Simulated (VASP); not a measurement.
# Nb32H (a cell with a defect) in VASP: single point with PBE

Aim: the single point of Nb32H (a cell with a defect) with PBE.

All numbers are computed with VASP 6.6.1; they aren't measurements. Logs are shortened: lines on timing, memory, paths and dates and some standing lists are left out, and cuts for length are marked.

## (1) The cell of the first run

The cell holds a defect, 33 atoms: a = 9.365 Å, b = 9.365 Å, c = 9.365 Å, α = 60.00°, β = 60.00°, γ = 60.00°.

## (2) Single point, PBE

INCAR reads:

```
PREC = Accurate
ENCUT = 520
EDIFF = 1E-7
ISMEAR = 0
SIGMA = 0.1
LREAL = Auto
LASPH = True
NELM = 80
ALGO = Normal
ISIF = 2
LWAVE = False
LCHARG = False
GGA = PE
NBANDS = 230
LUSENCCL = False
```

KPOINTS reads:

```
regular mesh
0
Gamma
  3 3 3
```

POSCAR reads:

```
Nb32H
1.0
    0.0000000000      6.6222320022      6.6222320022
   -6.6222320022      6.6222320022      0.0000000000
   -6.6222320022      0.0000000000      6.6222320022
Nb H
32 1
Direct
   -0.0010538743     -0.0001466273      0.0010807534
   -0.0006436652      0.5008434466      0.0006380779
   -0.0017562055      0.0005886233      0.4993968799
    0.1249712332      0.1260161981      0.1250018875
   -0.0010726746      0.4999793874      0.4999816525
    0.1245117205      0.6243724923      0.1256050075
    0.1174635681      0.1266033869      0.6233553881
    0.2488715284      0.2500539092      0.2499980368
    0.5000380535     -0.0010960051      0.0010546293
    0.1244612843      0.6266641668      0.6255415846
    0.2505382625      0.7482656147      0.2517768178
    0.2483875526      0.2572834959      0.7515780176
    0.3750304277      0.3760332618      0.3739773084
    0.5005754856      0.4982596501      0.0017308364
    0.5073278917     -0.0015704675      0.4926296751
    0.6266883278      0.1244347072      0.1232866048
    0.2499439010      0.7489002950      0.7500681792
    0.3760453423      0.8749813504      0.3739748923
    0.3744636248      0.3766692256      0.8755477002
    0.5004855612      0.5006185979      0.4994928445
    0.6258159634      0.6240738015      0.1259139667
    0.6259964161      0.1250947565      0.6249268371
    0.7506185978      0.2504621553      0.2493536166
    0.3766424974      0.8675179302      0.8824502068
    0.6260163490      0.6250186491      0.6239634158
    0.7508673810      0.7493189605      0.2491181220
    0.7482126115      0.2506071215      0.7494292707
    0.8740542461      0.3758237403      0.3741626689
    0.7500181205      0.7489397832      0.7511150317
    0.8767004838      0.8744128865      0.3733179386
    0.8749892027      0.3759979263      0.8750473402
    0.8743801181      0.8745039434      0.8754650997
    0.3122511412      1.0622328692      0.6876709391
```

Potentials or basis: VASP PAW PBE potentials, release 64 (Nb_sv, H).

Started as:

```
> cat potpaw_PBE.64/Nb_sv/POTCAR potpaw_PBE.64/H/POTCAR > POTCAR
> mpirun -np 1 vasp_std > vasp.out
```

OUTCAR:

```text
PREC = Accurate
   ENCUT = 520
   EDIFF = 1E-7
   ISMEAR = 0
   LREAL = Auto
   LASPH = True
   NELM = 80
   ISIF = 2
   GGA = PE

 ion  position               nearest neighbor table
   1  0.999  1.000  0.001-  30 2.85  16 2.85   6 2.87  32 2.87   4 2.88  31 2.88  24 2.89   7 2.89

   2  0.999  0.501  0.001-  28 2.86  21 2.86   6 2.86  32 2.86  31 2.87   4 2.87  10 2.87  19 2.87

   3  0.998  0.001  0.499-   7 2.82  22 2.85  30 2.86  10 2.86   4 2.86  28 2.87  32 2.88  18 2.89

   4  0.125  0.126  0.125-   8 2.85  12 2.86  23 2.86   3 2.86   2 2.87   9 2.87   1 2.88  11 2.89

   5  0.999  0.500  0.500-  25 2.85   7 2.86   6 2.86  30 2.86  28 2.87  31 2.87  13 2.88  10 2.89

   6  0.125  0.624  0.126-  26 2.86   2 2.86   8 2.86   5 2.86   1 2.87  17 2.87  14 2.88  11 2.88

   7  0.117  0.127  0.623-  33 1.92   3 2.82  27 2.82   8 2.86   5 2.86  17 2.89   1 2.89  12 2.98
                            15 2.98
   8  0.249  0.250  0.250-   4 2.85   7 2.86   6 2.86  19 2.86  28 2.87  18 2.87  13 2.88  16 2.89

   9  0.500  0.999  0.001-  18 2.85  24 2.86  32 2.86  16 2.86  21 2.87   4 2.87  22 2.88  19 2.89

  10  0.124  0.627  0.626-  12 2.82  17 2.85  11 2.86   3 2.86  29 2.86   2 2.87  20 2.88   5 2.89
[... 33 lines left out ...]
  27  0.748  0.251  0.749-   7 2.82  22 2.85  19 2.86  16 2.86  25 2.86  28 2.87  32 2.88  31 2.89

  28  0.874  0.376  0.374-  26 2.86   2 2.86  20 2.86  23 2.86   8 2.87   5 2.87   3 2.87  27 2.87

  29  0.750  0.749  0.751-  31 2.85  24 2.86  32 2.86  10 2.86  21 2.87  25 2.87  22 2.88  30 2.89

  30  0.877  0.874  0.373-  15 2.82   1 2.85   3 2.86  11 2.86   5 2.86  26 2.87  23 2.88  29 2.89

  31  0.875  0.376  0.875-  29 2.85  12 2.86  23 2.86  14 2.86   2 2.87   5 2.87   1 2.88  27 2.89

  32  0.874  0.875  0.875-  26 2.86   2 2.86  29 2.86   9 2.86   1 2.87  17 2.87   3 2.88  27 2.88

  33  0.312  0.062  0.688-   7 1.92  24 1.92  15 1.92  12 1.92

  LATTYP: Found a face centered cubic cell.
 ALAT       =    13.2444640044

  Lattice vectors:

 A1 = (   0.0000000000,   6.6222320022,   6.6222320022)
 A2 = (  -6.6222320022,   6.6222320022,   0.0000000000)
 A3 = (  -6.6222320022,   0.0000000000,   6.6222320022)

Analysis of symmetry for initial positions (statically):
=====================================================================
 Subroutine PRICEL returns:
 Original cell was already a primitive cell.

 Routine SETGRP: Setting up the symmetry group for a
 face centered cubic supercell.

 Subroutine GETGRP returns: Found  1 space group operations
 (whereof  1 operations were pure point group operations)
 out of a pool of 48 trial point group operations.

The static configuration has the point symmetry C_1 .

Analysis of symmetry for dynamics (positions and initial velocities):
=====================================================================
 Subroutine PRICEL returns:
 Original cell was already a primitive cell.

 Routine SETGRP: Setting up the symmetry group for a
 face centered cubic supercell.

 Subroutine GETGRP returns: Found  1 space group operations
 (whereof  1 operations were pure point group operations)
 out of a pool of 48 trial point group operations.

The dynamic configuration has the point symmetry C_1 .

 Subroutine INISYM returns: Found  1 space group operations
 (whereof  1 operations are pure point group operations),
 and found     1 'primitive' translations

----------------------------------------------------------------------------------------

                                     Primitive cell

  volume of cell :     580.8222

  direct lattice vectors                    reciprocal lattice vectors
     0.000000000  6.622232002  6.622232002     0.075503244  0.075503244  0.075503244
    -6.622232002  6.622232002  0.000000000    -0.075503244  0.075503244 -0.075503244
    -6.622232002  0.000000000  6.622232002    -0.075503244 -0.075503244  0.075503244

  length of vectors
     9.365250311  9.365250311  9.365250311     0.130775455  0.130775455  0.130775455

  position of ions in fractional coordinates (direct lattice)
     0.998946126  0.999853373  0.001080753
     0.999356335  0.500843447  0.000638078
     0.998243794  0.000588623  0.499396880
     0.124971233  0.126016198  0.125001887
     0.998927325  0.499979387  0.499981652
     0.124511721  0.624372492  0.125605007
[... 25 lines left out ...]
     0.874380118  0.874503943  0.875465100
     0.312251141  0.062232869  0.687670939

  ion indices of the primitive-cell ions
   primitive index   ion index
                 1           1
                 2           2
                 3           3
                 4           4
                 5           5
                 6           6
[... 25 lines left out ...]
                32          32
                33          33

----------------------------------------------------------------------------------------

 KPOINTS: regular mesh

Automatic generation of k-mesh.
 Grid dimensions read from file:
 generate k-points for:    3    3    3

 Generating k-lattice:

  Cartesian coordinates                     Fractional coordinates (reciprocal lattice)
     0.025167748  0.025167748  0.025167748     0.333333333  0.000000000  0.000000000
    -0.025167748  0.025167748 -0.025167748     0.000000000  0.333333333  0.000000000
    -0.025167748 -0.025167748  0.025167748     0.000000000  0.000000000  0.333333333

  Length of vectors
     0.043591818  0.043591818  0.043591818

  Shift w.r.t. Gamma in fractional coordinates (k-lattice)
     0.000000000  0.000000000  0.000000000

 Subroutine IBZKPT returns following result:
 ===========================================

 Found     14 irreducible k-points:

 Following reciprocal coordinates:
            Coordinates               Weight
  0.000000  0.000000  0.000000      1.000000
  0.333333  0.000000  0.000000      2.000000
  0.000000  0.333333  0.000000      2.000000
  0.000000  0.000000  0.333333      2.000000
  0.333333  0.333333  0.333333      2.000000
  0.333333  0.333333  0.000000      2.000000
  0.000000  0.333333  0.333333      2.000000
  0.333333  0.000000  0.333333      2.000000
 -0.333333  0.333333  0.000000      2.000000
  0.000000 -0.333333  0.333333      2.000000
  0.333333  0.000000 -0.333333      2.000000
  0.333333  0.333333 -0.333333      2.000000
 -0.333333  0.333333 -0.333333      2.000000
  0.333333 -0.333333 -0.333333      2.000000
   k-points           NKPTS =     14   k-points in BZ     NKDIM =     14   number of bands    NBANDS=    230
   number of dos      NEDOS =    301   number of ions     NIONS =     33
   total plane-waves  NPLWV = 343000
   dimension x,y,z NGX =    70 NGY =   70 NGZ =   70
   dimension x,y,z NGXF=   140 NGYF=  140 NGZF=  140
   ions per type =              32   1
   NGX,Y,Z   is equivalent  to a cutoff of  12.43, 12.43, 12.43 a.u.
   NGXF,Y,Z  is equivalent  to a cutoff of  24.85, 24.85, 24.85 a.u.
 SYSTEM =  unknown system
   PREC   = accura    normal or accurate (medium, high low for compatibility)
   ISTART =      0    job   : 0-new  1-cont  2-samecut
   ICHARG =      2    charge: 1-file 2-atom 10-const
   ISPIN  =      1    spin polarized calculation?
   LNONCOLLINEAR =      F non collinear calculations
   LSORBIT =      F    spin-orbit coupling
   LASPH  =      T    aspherical Exc in radial PAW
   ENCUT  =  520.0 eV  38.22 Ry    6.18 a.u.  17.41 17.41 17.41*2*pi/ulx,y,z
   NELM   =     80;   NELMIN=  2; NELMDL= -5     # of ELM steps
   EDIFF  = 0.1E-06   stopping-criterion for ELM
   LREAL  =      T    real-space projection
   EDIFFG = 0.1E-05   stopping-criterion for IOM
   NSW    =      0    number of steps for IOM
   IBRION =     -1    ionic relax: 0-MD 1-quasi-New 2-CG
   NFREE  =      0    steps in history (QN), initial steepest desc. (CG)
   ISIF   =      2    stress and relaxation
   ISYM   =      2    0-nonsym 1-usesym 2-fastsym
   POTIM  = 0.5000    time-step for ionic-motion
   TEBEG  =    0.0;   TEEND  =   0.0 temperature during run
   PSTRESS=    0.0 pullay stress
   NELECT =     417.0000    total number of electrons
   NUPDOWN=      -1.0000    fix difference up-down
   EMIN   =  10.00;   EMAX   =-10.00  energy-range for DOS
   EFERMI =   0.00;   METHOD = LEGACY
   ISMEAR =     0;   SIGMA  =   0.10  broadening in eV -4-tet -1-fermi 0-gaus
   EFERMI_NEDOS =   21; number of points for ismear=-14 and -15
   IALGO  =     38    algorithm
   IMIX   =      4    mixing-type and parameters
     AMIX     =   0.40;   BMIX     =  1.00
     AMIX_MAG =   1.60;   BMIX_MAG =  1.00
  volume/ion in A,a.u.               =      17.60       118.78
  Fermi-wavevector in a.u.,A,eV,Ry     =   1.465905  2.770159 29.237248  2.148877
  Thomas-Fermi vector in A             =   2.581706
   LORBIT       =      0    0 simple, 1 ext, 2 COOP (PROOUT), +10 PAW based schemes
   GGA     = PE    functional components
   LHFCALC =     F    Hartree Fock is set to
   AEXX    =    0.0000 exact exchange contribution
   IVDW    =     0    specifies the selected vdW correction
   LEPSILON=     F    determine dielectric tensor
   LRPA    =     F    only Hartree local field effects (RPA)
 non-spin polarized calculation
 Gauss-broadening in eV      SIGMA  =   0.10
  energy-cutoff  :      520.00
  volume of cell :      580.82
 maximum number of plane-waves:     15649
 NGX is ok and might be reduce to    70
   NGX = 35   NGY = 35   NGZ = 35

 number of electron     416.9999996 magnetization

 Free energy of the ion-electron system (eV)
  ---------------------------------------------------
  ext. energy  EPLUGINS =         0.00000000
  ---------------------------------------------------
  free energy    TOTEN  =      -330.99041156 eV

  energy without entropy =     -330.81844684  energy(sigma->0) =     -330.90442920

 E-fermi :  11.0972     XC(G=0): -12.4763

 val. band max:       11.0893245506   @ k =  -0.3333   0.3333   0.0000
 cond. band min:      11.1018293674   @ k =   0.3333  -0.3333  -0.3333
 fundamental gap:      0.0125048167
 Fermi energy:        11.0971951123

 k-point     1 :       0.0000    0.0000    0.0000
  band No.  band energies     occupation
      1     -43.2769      2.00000
      2     -43.1441      2.00000
      3     -43.1439      2.00000
      4     -43.1343      2.00000
      5     -43.1325      2.00000
      6     -43.1133      2.00000
[... 3111 lines left out ...]
    219      11.4849      0.00000
    220      11.9548      0.00000
 [bands above 220 left out]

------------------------ aborting loop because EDIFF is reached ----------------------------------------

  FORCE on cell =-STRESS in cart. coord.  units (eV):
  Direction    XX          YY          ZZ          XY          YZ          ZX
  --------------------------------------------------------------------------------------
  -------------------------------------------------------------------------------------
  Total       -0.1769997     -0.1826558     -0.1497168     -0.0008909      0.0012538      0.0001410
  in kB       -0.4882475     -0.5038496     -0.4129886     -0.0024576      0.0034587      0.0003890
  external PRESSURE =      -0.4683619 kB  Pullay stress =       0.0000000 kB

 VOLUME and BASIS-vectors are now :
 -----------------------------------------------------------------------------
  energy-cutoff  :      520.00
  volume of cell :      580.82
      direct lattice vectors                 reciprocal lattice vectors
     0.000000000  6.622232002  6.622232002     0.075503244  0.075503244  0.075503244
    -6.622232002  6.622232002  0.000000000    -0.075503244  0.075503244 -0.075503244
    -6.622232002  0.000000000  6.622232002    -0.075503244 -0.075503244  0.075503244

 POSITION                                       TOTAL-FORCE (eV/Angst)
 -----------------------------------------------------------------------------------
     -6.62842     13.23651      6.62241        -0.001609     -0.005418     -0.001794
     -3.32093      9.93467      6.62220        -0.002312     -0.000808      0.000205
     -3.31102      6.61450      9.91772        -0.000601     -0.000346     -0.001575
     -1.66230      1.66210      1.65538        -0.003092     -0.000618     -0.000850
     -6.62197      9.92611      9.92612        -0.000031      0.001939     -0.005410
     -4.96653      4.95928      1.65633         0.000326      0.000677      0.002893
[... 25 lines left out ...]
    -11.58870     11.58152     11.58788        -0.000003      0.001398     -0.001568
     -4.96604      2.47992      6.62172        -0.001380      0.004087      0.000479
 -----------------------------------------------------------------------------------
    total drift:                               -0.001415     -0.007795      0.000258

  FREE ENERGIE OF THE ION-ELECTRON SYSTEM (eV)
  ---------------------------------------------------
  free  energy   TOTEN  =      -330.9904115570 eV

  energy  without entropy=     -330.8184468394  energy(sigma->0) =     -330.90442920
```

Wall time 8.5 min (1 × NVIDIA H100 80GB with 1 thread of AMD EPYC 7R13 (Zen 3), shared host); peak memory 2.3 GiB.

Results:

| Item | Value |
| --- | --- |
| Free energy | -330.9904 eV |
| Pressure | 0.0 GPa |
| Largest force | 0.007 eV/Å |
| Band gap on the k mesh | zero (an odd number of electrons rules out a gap without spin polarisation) |

Forces in eV/Å, atoms in the order of the input:
```
Nb  -0.002 -0.005 -0.002
Nb  -0.002 -0.001  0.000
Nb  -0.001  0.000 -0.002
Nb  -0.003 -0.001 -0.001
Nb   0.000  0.002 -0.005
Nb   0.000  0.001  0.003
Nb  -0.002  0.003 -0.001
Nb   0.001  0.002 -0.005
Nb   0.000  0.001  0.004
Nb  -0.003 -0.001  0.002
Nb   0.004  0.000  0.004
Nb  -0.003  0.000  0.001
Nb   0.000  0.007 -0.001
Nb  -0.002  0.001  0.003
Nb   0.002  0.000  0.001
Nb   0.001 -0.001  0.000
Nb   0.001 -0.007 -0.001
Nb   0.004 -0.002  0.001
Nb  -0.002 -0.001 -0.003
Nb  -0.003  0.000  0.000
Nb   0.000 -0.002 -0.006
Nb   0.001  0.006  0.001
Nb   0.001 -0.002  0.000
Nb  -0.002 -0.001  0.004
Nb   0.005 -0.002 -0.002
Nb   0.002  0.000  0.001
Nb   0.003 -0.001 -0.003
Nb   0.000 -0.002  0.006
Nb   0.001  0.001  0.003
Nb   0.001  0.000 -0.001
Nb  -0.002 -0.002  0.000
Nb   0.000  0.001 -0.002
H   -0.001  0.004  0.000
```
